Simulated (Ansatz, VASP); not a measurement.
**One calculation of CO, two programs**

INCAR

```
ALGO = Normal ; EDIFF = 1E-6
ENCUT = 600 ; GGA = PE
GGA_COMPAT = False ; ISIF = 2
ISMEAR = 0 ; LASPH = True
LCHARG = False ; LREAL = False
LWAVE = False ; NBANDS = 18
NELM = 120 ; PREC = Accurate
SIGMA = 0.1
```

KPOINTS

```
k-points
0
Gamma
  6 6 4
```

Contents of POSCAR:

```
CO
1.0
    3.3922278395      0.0000000000      0.0000000000
    0.0000000000      3.3922278395      0.0000000000
    0.0000000000      0.0000000000      4.2863748516
C O
2 2
Direct
    0.0000000000      0.5000000000      0.2351000000
    0.5000000000      0.0000000000      0.7649000000
    0.0000000000      0.0000000000      0.0000000000
    0.5000000000      0.5000000000      0.0000000000
```

Input for Ansatz:

```yaml
crystal:
  lattice:
    - [3.3922278395, 0.0, 0.0]
    - [0.0, 3.3922278395, 0.0]
    - [0.0, 0.0, 4.2863748516]
  atoms:
    - { symbol: C, position: [0.0, 0.5, 0.2351] }
    - { symbol: C, position: [0.5, 0.0, 0.7649] }
    - { symbol: O, position: [0.0, 0.0, 0.0] }
    - { symbol: O, position: [0.5, 0.5, 0.0] }
basis:
  ecutwfc: 420
kpoints:
  mp_grid: { grid: [6, 6, 4] }
hamiltonian:
  xc: pbe
scf:
  occupations: { method: gaussian, width: 0.1 }
  lower_state_search: "off"
output:
  forces: true
  stress: true
  eigenvalues: true
```

Alike in both runs: task single point; functional PBE; k mesh 6 × 6 × 4; occupations gaussian, width 0.1 eV; no spin polarisation.

|  | VASP | Ansatz |
| --- | --- | --- |
| version | VASP 6.6.1 | Ansatz 0.2.0 |
| potentials or method | VASP PAW PBE potentials, release 64 (C, O), cutoff 600 eV | scalar-relativistic, plane waves, PAW |
| valence electrons in the cell | 20 | 20 |

Ansatz gave:

```
gap on the k mesh at the Fermi level (eV)                     : none
pressure (GPa)                                                : -21.8
traceless stress, the component that is largest in VASP (GPa) : 1.48
rms of the force components (eV/Å)                            : 1.276
```

Question: Estimate VASP's values.

Answer: gap on the k mesh at the Fermi level (eV): none; pressure (GPa): -22.0; traceless stress, the component that is largest in VASP (GPa): 1.45; rms of the force components (eV/Å): 1.271.

Atom by atom the forces differ by 0.005 eV/Å (rms over components). A gap of «none» marks a metal or a gap that the smearing closes.

The k mesh is coarse, so the values compare programs but aren't converged.
